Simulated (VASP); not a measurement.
# Hg: single point with PBEsol+D3(BJ)

Crystal: Hg.

```
Hg
1.0
     2.23398   -2.04586    0.00000
     2.23398    2.04586    0.00000
    -0.34874    0.00000    3.03980
Hg
1
Direct
  0.50000 0.50000 0.50000
```

| Quantity | Value |
| --- | --- |
| Program | VASP 6.6.1 |
| Task | single point |
| Functional | PBEsol |
| Dispersion | D3(BJ) |
| Potentials or basis | VASP PAW PBE potentials, release 64 (Hg) |
| Cutoff | 500 eV |
| k mesh | 2 × 2 × 2, shifted |
| Occupations | fermi-dirac, width 0.0680285 eV |
| Spin | no spin polarisation |
| Dipole correction | no |
| Further INCAR settings | ALGO = Normal; EDIFF = 1e-06; NBANDS = 12; ISYM = 0 |

```yaml
Pressure: -3.3 GPa
Band_gap_on_the_k_mesh: zero (band 6 reaches 1.94 eV, above the bottom of band 7 at 0.82 eV)
Dispersion_energy_per_atom: -0.357 eV
```

Stress tensor (GPa, compression positive):
```
  3.84   0.00  -3.02
  0.00   9.73   0.00
 -3.02   0.00 -23.61
```

Levels at points of the mesh, in eV from the Fermi level:
```csv
k point,band 2,band 3,band 4,band 5,band 6,band 7,band 8,band 9,band 10,band 11
"(0.04, 0.03, -0.20)",-7.70,-7.04,-6.09,-6.07,-5.82,5.62,10.82,11.02,14.43,15.13
```

Wall time 5.3 s on 1 thread of Intel(R) Xeon(R) Platinum 8175M CPU @ 2.50GHz (Skylake/Cascade Lake), on a shared host, peak memory 0.14 GiB.

Caveat: the k points lie up to 1.04 Å⁻¹ apart; three body term missing; the PAW data sets were made with another functional, which shifts forces and pressure a little; spin-orbit coupling is left out, which moves the levels of the heavy elements; pairwise dispersion overbinds metals, which lowers pressure and volume.
